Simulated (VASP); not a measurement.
# V (P6_3/mmc) in VASP: a series of runs

The runs below take V through single point, relaxation of cell and atoms, with r2SCAN.

Everything below comes from runs of VASP 6.6.1. Logs are shortened: lines on timing, memory, paths and dates and some standing lists are left out, and cuts for length are marked.

## 1. The cell of the first run

Symmetry: P6_3/mmc, No. 194, hexagonal system. Conventional cell: a = 2.598 Å, b = 2.598 Å, c = 4.670 Å, α = 90.00°, β = 90.00°, γ = 120.00°. V (site symmetry -6m2) has 12 V at 2.60 to 2.78 Å within 3.4 Å.

This isn't the form of V at room conditions, which is bcc.

## 2. Single point, r2SCAN, collinear spin, ferromagnetic start

File POSCAR:

```
V
1.0
    2.5975542125      0.0000000000      0.0000000000
   -1.2987771062      2.2495479357      0.0000000000
    0.0000000000      0.0000000000      4.6698303230
V
2
Direct
    0.3333333333      0.6666666667      0.2500000000
    0.6666666667      0.3333333333      0.7500000000
```

File INCAR.step1:

```
PREC     = Accurate       # precision mode
ENCUT    = 520            # plane-wave cutoff, eV
ISMEAR   = 0              # smearing method
SIGMA    = 0.1            # smearing width, eV
LREAL    = F              # projectors in reciprocal space
LASPH    = T              # aspherical terms in the spheres
NELM     = 150            # most SCF steps
ISPIN    = 2              # spin polarisation
MAGMOM   = 0.92 0.92      # initial moments
LMAXMIX  = 4              # l up to which the mixer works
NBANDS   = 24             # bands
GGA      = PE             # functional
ALGO     = Normal         # electronic algorithm
EDIFF    = 1E-4           # SCF threshold, eV
LWAVE    = T              # write WAVECAR
LCHARG   = F              # write CHGCAR
```

File INCAR.step2:

```
PREC     = Accurate       # precision mode
ENCUT    = 520            # plane-wave cutoff, eV
EDIFF    = 1E-6           # SCF threshold, eV
ISMEAR   = 0              # smearing method
SIGMA    = 0.1            # smearing width, eV
LREAL    = F              # projectors in reciprocal space
LASPH    = T              # aspherical terms in the spheres
NELM     = 150            # most SCF steps
ALGO     = Normal         # electronic algorithm
ISIF     = 2              # what is computed and relaxed
LWAVE    = F              # write WAVECAR
LCHARG   = F              # write CHGCAR
ISPIN    = 2              # spin polarisation
MAGMOM   = 0.92 0.92      # initial moments
LORBIT   = 11             # projections on sites
LMAXMIX  = 4              # l up to which the mixer works
METAGGA  = R2SCAN         # meta-GGA
LMIXTAU  = T            
NBANDS   = 24             # bands
ISTART   = 1
```

File KPOINTS:

```
regular mesh
0
Gamma
  9 9 4
```

Potentials or basis: VASP PAW PBE potentials, release 64 (V_sv).

Started as:

```
$ cat potpaw_PBE.64/V_sv/POTCAR > POTCAR
$ cp INCAR.step1 INCAR
$ mpirun -np 1 vasp_std > vasp.out
$ cp INCAR.step2 INCAR
$ mpirun -np 1 vasp_std > vasp.out
```

OUTCAR:

```text
PREC = Accurate
   ENCUT = 520
   EDIFF = 1E-6
   ISMEAR = 0
   LREAL = F
   LASPH = T
   NELM = 150
   ISIF = 2
   ISPIN = 2
   LORBIT = 11
   METAGGA = R2SCAN
   ISTART = 1

 ion  position               nearest neighbor table
   1  0.333  0.667  0.250-   2 2.78   2 2.78   2 2.78   2 2.78   2 2.78   2 2.78
   2  0.667  0.333  0.750-   1 2.78   1 2.78   1 2.78   1 2.78   1 2.78   1 2.78

  LATTYP: Found a hexagonal cell.
 ALAT       =     2.5975542125
 C/A-ratio  =     1.7977797347

  Lattice vectors:

 A1 = (   2.5975542125,   0.0000000000,   0.0000000000)
 A2 = (  -1.2987771062,   2.2495479357,   0.0000000000)
 A3 = (   0.0000000000,   0.0000000000,   4.6698303230)

Analysis of symmetry for initial positions (statically):
=====================================================================
 Subroutine PRICEL returns:
 Original cell was already a primitive cell.

 Routine SETGRP: Setting up the symmetry group for a
 hexagonal supercell.

 Subroutine GETGRP returns: Found 24 space group operations
 (whereof 12 operations were pure point group operations)
 out of a pool of 24 trial point group operations.

The static configuration has the point symmetry D_3d.
 The point group associated with its full space group is D_6h.

Analysis of symmetry for dynamics (positions and initial velocities):
=====================================================================
 Subroutine PRICEL returns:
 Original cell was already a primitive cell.

 Routine SETGRP: Setting up the symmetry group for a
 hexagonal supercell.

 Subroutine GETGRP returns: Found 24 space group operations
 (whereof 12 operations were pure point group operations)
 out of a pool of 24 trial point group operations.

The dynamic configuration has the point symmetry D_3d.
 The point group associated with its full space group is D_6h.

Analysis of structural, dynamic, and magnetic symmetry:
=====================================================================
 Subroutine PRICEL returns:
 Original cell was already a primitive cell.

 Routine SETGRP: Setting up the symmetry group for a
 hexagonal supercell.

 Subroutine GETGRP returns: Found 24 space group operations
 (whereof 12 operations were pure point group operations)
 out of a pool of 24 trial point group operations.

The overall configuration has the point symmetry D_3d.
 The point group associated with its full space group is D_6h.

 Subroutine INISYM returns: Found 24 space group operations
[... 117 lines left out ...]
     AMIX_MAG =   1.60;   BMIX_MAG =  1.00
  volume/ion in A,a.u.               =      13.64        92.07
  Fermi-wavevector in a.u.,A,eV,Ry     =   1.610938  3.044232 35.308789  2.595123
  Thomas-Fermi vector in A             =   2.706409
   LORBIT       =     11    0 simple, 1 ext, 2 COOP (PROOUT), +10 PAW based schemes
   METAGGA = R2SCAN    functional components
   LHFCALC =     F    Hartree Fock is set to
   AEXX    =    0.0000 exact exchange contribution
   IVDW    =     0    specifies the selected vdW correction
   LEPSILON=     F    determine dielectric tensor
   LRPA    =     F    only Hartree local field effects (RPA)
 spin polarized calculation
 Gauss-broadening in eV      SIGMA  =   0.10
  energy-cutoff  :      520.00
  volume of cell :       27.29
 maximum number of plane-waves:       756
 NGX is ok and might be reduce to    20
   NGX =  9   NGY =  9   NGZ = 17

 number of electron      26.0000015 magnetization       0.0377151

 Free energy of the ion-electron system (eV)
  ---------------------------------------------------
  ext. energy  EPLUGINS =         0.00000000
  ---------------------------------------------------
  free energy    TOTEN  =       -27.73871524 eV

  energy without entropy =      -27.72131090  energy(sigma->0) =      -27.73001307

 E-fermi :   9.8908     XC(G=0): -13.9677

 val. band max:        9.8820791629   @ k =   0.3333   0.1111   0.2500
 cond. band min:       9.9030777088   @ k =   0.4444   0.1111   0.2500
 fundamental gap:      0.0209985459
 Fermi energy:         9.8908463491

 spin component 1

 k-point     1 :       0.0000    0.0000    0.0000
  band No.  band energies     occupation
      1     -56.7605      1.00000
      2     -56.6356      1.00000
      3     -29.7366      1.00000
      4     -29.0197      1.00000
      5     -28.9440      1.00000
      6     -28.9439      1.00000
[... 637 lines left out ...]
     23      22.5623      0.00000
     24      22.5623      0.00000

 [... further k-points ...]

 spin component 2

 k-point     1 :       0.0000    0.0000    0.0000
  band No.  band energies     occupation
      1     -56.7412      1.00000
      2     -56.6163      1.00000
      3     -29.7151      1.00000
      4     -28.9980      1.00000
      5     -28.9257      1.00000
      6     -28.9257      1.00000
[... 637 lines left out ...]
     23      22.5774      0.00000
     24      22.5774      0.00000

 [... further k-points ...]

------------------------ aborting loop because EDIFF is reached ----------------------------------------

  FORCE on cell =-STRESS in cart. coord.  units (eV):
  Direction    XX          YY          ZZ          XY          YZ          ZX
  --------------------------------------------------------------------------------------
  -------------------------------------------------------------------------------------
  Total        0.0961391      0.0961391      0.1008080      0.0000000      0.0000000      0.0000000
  in kB        5.6448114      5.6448114      5.9189516      0.0000000      0.0000000      0.0000000
  external PRESSURE =       5.7361915 kB  Pullay stress =       0.0000000 kB

 VOLUME and BASIS-vectors are now :
 -----------------------------------------------------------------------------
  energy-cutoff  :      520.00
  volume of cell :       27.29
      direct lattice vectors                 reciprocal lattice vectors
     2.597554212  0.000000000  0.000000000     0.384977528  0.222266880  0.000000000
    -1.298777106  2.249547936  0.000000000     0.000000000  0.444533759  0.000000000
     0.000000000  0.000000000  4.669830323     0.000000000  0.000000000  0.214140543

 POSITION                                       TOTAL-FORCE (eV/Angst)
 -----------------------------------------------------------------------------------
     -0.00000      1.49970      1.16746        -0.000000      0.000000      0.000000
      1.29878      0.74985      3.50237         0.000000     -0.000000      0.000000
 -----------------------------------------------------------------------------------
    total drift:                               -0.000000      0.000000     -0.000000

  FREE ENERGIE OF THE ION-ELECTRON SYSTEM (eV)
  ---------------------------------------------------
  free  energy   TOTEN  =       -27.7387152405 eV

  energy  without entropy=      -27.7213109024  energy(sigma->0) =      -27.73001307

 total charge

# of ion       s       p       d       tot
------------------------------------------
    1        2.344   6.230   3.048  11.622
    2        2.344   6.230   3.048  11.622
--------------------------------------------------
tot          4.688  12.460   6.095  23.243

 magnetization (x)

# of ion       s       p       d       tot
------------------------------------------
    1        0.000   0.001   0.016   0.017
    2        0.000   0.001   0.016   0.017
--------------------------------------------------
tot          0.000   0.002   0.031   0.034
```

OUTCAR.step1:

```text
PREC = Accurate
   ENCUT = 520
   ISMEAR = 0
   LREAL = F
   LASPH = T
[... 1542 lines left out ...]
 -----------------------------------------------------------------------------------
     -0.00000      1.49970      1.16746        -0.000000      0.000000      0.000000
      1.29878      0.74985      3.50237         0.000000     -0.000000      0.000000
 -----------------------------------------------------------------------------------
    total drift:                               -0.000000      0.000000     -0.000000

  FREE ENERGIE OF THE ION-ELECTRON SYSTEM (eV)
  ---------------------------------------------------
  free  energy   TOTEN  =       -17.4915846140 eV

  energy  without entropy=      -17.4716204699  energy(sigma->0) =      -17.48160254
```

OSZICAR.step1:

```text
N       E                     dE             d eps       ncg     rms          rms(c)
DAV:   1     0.315183867796E+03    0.31518E+03   -0.15488E+04  3464   0.125E+03
DAV:   2    -0.113645032880E+02   -0.32655E+03   -0.31743E+03  3544   0.420E+02
DAV:   3    -0.197550234674E+02   -0.83905E+01   -0.83609E+01  4048   0.803E+01
DAV:   4    -0.198104772968E+02   -0.55454E-01   -0.55451E-01  3832   0.690E+00
DAV:   5    -0.198112690732E+02   -0.79178E-03   -0.79177E-03  4040   0.753E-01    0.253E+01
DAV:   6    -0.174728160304E+02    0.23385E+01   -0.59173E+00  3808   0.275E+01    0.301E+00
DAV:   7    -0.174967128140E+02   -0.23897E-01   -0.16250E-01  3872   0.340E+00    0.233E+00
DAV:   8    -0.174952957950E+02    0.14170E-02   -0.56641E-03  3736   0.709E-01    0.109E+00
DAV:   9    -0.174909402424E+02    0.43556E-02   -0.48422E-03  3952   0.608E-01    0.287E-01
DAV:  10    -0.174914386705E+02   -0.49843E-03   -0.12289E-03  3864   0.307E-01    0.775E-02
DAV:  11    -0.174915453550E+02   -0.10668E-03   -0.97897E-05  2304   0.866E-02    0.436E-02
DAV:  12    -0.174915846140E+02   -0.39259E-04   -0.19891E-05  1832   0.393E-02
   1 F= -.17491585E+02 E0= -.17481603E+02  d E =-.199641E-01  mag=     0.0200
```

It took 4.4 min on 1 thread of Intel Xeon 8259CL, shared host; peak memory 0.17 GiB.

Results:

| Item | Value |
| --- | --- |
| Free energy | -27.7387 eV |
| Pressure | 0.6 GPa |
| Band gap on the k mesh | zero (filled and empty bands overlap) |
| Net moment | 0.04 μB per cell |
| Valence electrons inside the program's atomic spheres | V 11.62 |

Levels at points of the mesh, in eV from the Fermi level:
Spin up:
```
           k point  band 10  band 11  band 12  band 13  band 14  band 15  band 16  band 17
(0.00, 0.00, 0.00)    -3.73    -0.61    -0.38     0.36     0.36     0.70     0.70     2.05
(0.00, 0.00, 0.50)    -5.50    -1.14    -1.14     0.40     0.40     0.40     0.40     2.77
```
Spin down:
```csv
k point,band 9,band 10,band 11,band 12,band 13,band 14,band 15,band 16,band 17,band 18
"(0.00, 0.00, 0.00)",-7.39,-3.71,-0.58,-0.37,0.38,0.38,0.72,0.72,2.06,2.06
"(0.00, 0.00, 0.50)",-5.49,-5.49,-1.11,-1.11,0.42,0.42,0.42,0.42,2.79,2.79
```

Caveat: the moments typed at the start vanished in this run; the PAW data sets were made with another functional, which shifts forces and pressure a little.

## 3. Relaxation of cell and atoms, r2SCAN, collinear spin, ferromagnetic start

This run uses another cell than the first one, of 15.13 Å³/atom.

File POSCAR:

```
V
1.0
    2.7820201497      0.0000000000      0.0000000000
   -1.3910100748      2.4093001234      0.0000000000
    0.0000000000      0.0000000000      4.5153660373
V
2
Direct
    0.3333333333      0.6666666667      0.2500000000
    0.6666666667      0.3333333333      0.7500000000
```

File INCAR.step1:

```
SYSTEM = V
PREC = Accurate
ENCUT = 600
ISMEAR = 0
SIGMA = 0.1
LREAL = .False.
LASPH = .True.
NELM = 150
ISPIN = 2
MAGMOM = 0.92 0.92
LMAXMIX = 4
GGA = PE
ALGO = Normal
EDIFF = 1E-4
LWAVE = .True.
LCHARG = .False.
```

File INCAR.step2:

```
SYSTEM = V
PREC = Accurate
ENCUT = 600
EDIFF = 1E-7
ISMEAR = 0
SIGMA = 0.1
LREAL = .False.
LASPH = .True.
NELM = 150
ALGO = Normal
ISIF = 3
LWAVE = .False.
LCHARG = .False.
ISPIN = 2
MAGMOM = 0.92 0.92
LORBIT = 11
LMAXMIX = 4
METAGGA = R2SCAN
LMIXTAU = .True.
IBRION = 2
NSW = 90
EDIFFG = -0.04
ISTART = 1
```

File KPOINTS:

```
regular mesh
0
Gamma
  9 9 4
  0 0 0
```

Potentials or basis: VASP PAW PBE potentials, release 64 (V_sv).

Started as:

```
$ cat potpaw_PBE.64/V_sv/POTCAR > POTCAR
$ cp INCAR.step1 INCAR
$ mpirun -np 1 vasp_std > vasp.out
$ cp INCAR.step2 INCAR
$ mpirun -np 1 vasp_std > vasp.out
```

Run time: 29 min. Hardware: 1 thread of Intel Xeon 8259CL, shared host; peak memory 0.21 GiB.

The run converged. Its results:

| Quantity | Value |
| --- | --- |
| Free energy | -27.7418 eV |
| Relaxed volume | 13.68 Å³/atom |
| Relaxed cell | a = 2.599 Å, b = 2.599 Å, c = 4.675 Å, α = 90.00°, β = 90.00°, γ = 120.00° |
| Space group after relaxing (to 0.1 Å) | P6_3/mmc (No. 194) |
| Energy gained by relaxing | 124.5 meV/atom |
| Ionic steps | 9 |
| Pressure after relaxing | 0.0 GPa |
| Band gap on the k mesh | zero (filled and empty bands overlap) |
| Net moment | 0.00 μB per cell |
| Valence electrons inside the program's atomic spheres | V 11.62 |

Step by step:
```tsv
step	energy change (eV)	largest force (eV/Å)	pressure (GPa)	volume (Å³)
1	0.0000	0.0000	-15.23	30.27
2	0.0067	0.0000	26.96	24.37
3	-0.1882	0.0000	1.58	27.13
4	-0.1883	0.0000	2.02	27.07
5	-0.2397	0.0000	2.12	27.05
6	-0.2451	0.0000	2.47	27.01
7	-0.2466	0.0000	2.33	27.02
8	-0.2451	0.0000	-2.85	27.79
9	-0.2490	0.0000	-0.02	27.36
```

Final structure:
```yaml
crystal:
  lattice:
    - [2.59947, 0.00000, 0.00000]
    - [-1.29973, 2.25120, 0.00000]
    - [0.00000, 0.00000, 4.67546]
  atoms:
    - { symbol: V, position: [0.33333, 0.66667, 0.25000] }
    - { symbol: V, position: [0.66667, 0.33333, 0.75000] }
```

Levels at points of the mesh, in eV from the Fermi level:
Spin up:
```tsv
k point	band 11	band 12	band 13	band 14	band 15	band 16
(0.00, 0.00, 0.00)	-0.60	-0.38	0.37	0.37	0.71	0.71
(0.00, 0.00, 0.50)	-1.12	-1.12	0.41	0.41	0.41	0.41
```
Spin down:
| k point | band 11 | band 12 | band 13 | band 14 | band 15 | band 16 |
| --- | --- | --- | --- | --- | --- | --- |
| (0.00, 0.00, 0.00) | -0.60 | -0.38 | 0.37 | 0.37 | 0.71 | 0.71 |
| (0.00, 0.00, 0.50) | -1.12 | -1.12 | 0.41 | 0.41 | 0.41 | 0.41 |

Caveat: the moments typed at the start vanished in this run; the PAW data sets were made with another functional, which shifts forces and pressure a little.

(Part 1 of 2 ends here.)

The gap in the log of VASP goes by the Fermi energy; the results here count the filled bands.